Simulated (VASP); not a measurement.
Wanted: the native input for a VASP 6.6.1 run.

```
Task                   : relaxation of cell and atoms
Functional             : LDA
Potentials or basis    : VASP PAW LDA potentials, release 64 (Sr_sv)
Cutoff                 : 600 eV
k mesh                 : 11 × 11 × 6
Occupations            : fermi-dirac, width 0.1 eV
Spin                   : no spin polarisation
Target pressure        : 0.14 GPa
Dipole correction      : no
Further INCAR settings : ALGO = Normal; EDIFF = 1e-06; IBRION = 2; EDIFFG = -0.005; NSW = 60; ISIF = 3
```

The structure of Sr lies in POSCAR:

```
Sr
1.0
    4.0983384434      0.0000000000      0.0000000000
   -2.0491692217      3.5492652053      0.0000000000
    0.0000000000      0.0000000000      6.6393082783
Sr
2
Direct
    0.3333333333      0.6666666667      0.2500000000
    0.6666666667      0.3333333333      0.7500000000
```

The input as run:

INCAR

```
SYSTEM = Sr
PREC = Accurate ; ENCUT = 600
EDIFF = 1E-6 ; ISMEAR = -1
SIGMA = 0.1 ; LREAL = .False.
LASPH = .True. ; NELM = 80
ALGO = Normal ; ISIF = 3
LWAVE = .False. ; LCHARG = .False.
GGA = CA ; IBRION = 2
NSW = 60 ; EDIFFG = -0.005
PSTRESS = 1.4000000000000001
```

KPOINTS

```
regular mesh
0
Gamma
  11 11 6
  0 0 0
```

Potentials or basis: VASP PAW LDA potentials, release 64 (Sr_sv).

Command:

```sh
$ cat potpaw_LDA.64/Sr_sv/POTCAR > POTCAR
$ mpirun -np 1 vasp_std > vasp.out
```

It gave:

```json
{
  "Relaxed volume": "48.40 Å³/atom",
  "Relaxed cell": "a = 4.085 Å, b = 4.085 Å, c = 6.697 Å, α = 90.00°, β = 90.00°, γ = 120.00°",
  "Space group after relaxing (to 0.05 Å)": "P6_3/mmc (No. 194)",
  "Energy change on relaxing (the enthalpy is what falls)": "-0.5 meV/atom",
  "Ionic steps": "6",
  "Pressure after relaxing": "0.1 GPa",
  "Band gap on the k mesh": "zero (band 10 reaches 1.98 eV, above the bottom of band 11 at 1.82 eV)"
}
```

Caveat: the cell is relaxed towards a set pressure, so the enthalpy falls and the energy may rise.

Run time: 5.1 min on 1 thread of Intel Xeon 6975P-C (shared host), peak memory 0.26 GiB.
